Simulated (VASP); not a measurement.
Crystal: Al.

```
CELL_PARAMETERS angstrom
-1.41220 1.41220 2.14846
1.41220 -1.41220 2.14846
1.41220 1.41220 -2.14846
ATOMIC_POSITIONS crystal
Al 0.00000 0.00000 0.00000
```

* Program: VASP 6.6.1
* Task: relaxation of cell and atoms
* Functional: r2SCAN
* Potentials or basis: VASP PAW PBE potentials, release 64 (Al)
* Cutoff: 600 eV
* k mesh: 8 × 8 × 8
* Occupations: gaussian, width 0.1 eV
* Spin: no spin polarisation

At the start: pressure -6.0 GPa; volume 17.14 Å³/atom.

How do energy, volume and symmetry change on relaxing?

Over 13 steps the energy falls by 33.6 meV/atom and the volume is 15.96 Å³/atom (-6.9 %); space group Fm-3m (No. 225, to 0.05 Å).

The path:
```csv
step,energy change (eV),largest force (eV/Å),pressure (GPa),volume (Å³)
1,0.0000,0.0000,-5.96,17.14
2,-0.0265,0.0000,1.70,15.60
3,-0.0276,0.0000,0.24,15.84
4,-0.0276,0.0000,0.13,15.87
5,-0.0282,0.0000,-0.15,15.89
6,-0.0284,0.0000,-0.27,15.91
7,-0.0287,0.0000,-0.43,15.94
8,-0.0328,0.0000,-0.45,16.00
9,-0.0262,0.0000,-1.19,16.10
10,-0.0333,0.0000,-0.65,16.03
11,-0.0334,0.0000,-0.62,16.02
12,-0.0324,0.0000,0.85,15.77
13,-0.0336,0.0000,-0.25,15.96
```

Final structure:
```cif
data_structure
_symmetry_space_group_name_H-M 'P 1'
_symmetry_Int_Tables_number 1
_cell_length_a 2.8251
_cell_length_b 2.8251
_cell_length_c 2.8251
_cell_angle_alpha 119.928
_cell_angle_beta 119.928
_cell_angle_gamma 90.125
_cell_volume 15.96
loop_
_atom_site_label
_atom_site_type_symbol
_atom_site_fract_x
_atom_site_fract_y
_atom_site_fract_z
_atom_site_occupancy
Al1 Al 0.00000 0.00000 0.00000 1
```

Caveat: the k points lie up to 0.39 Å⁻¹ apart in the final cell; the PAW data sets were made with another functional, which shifts forces and pressure a little.
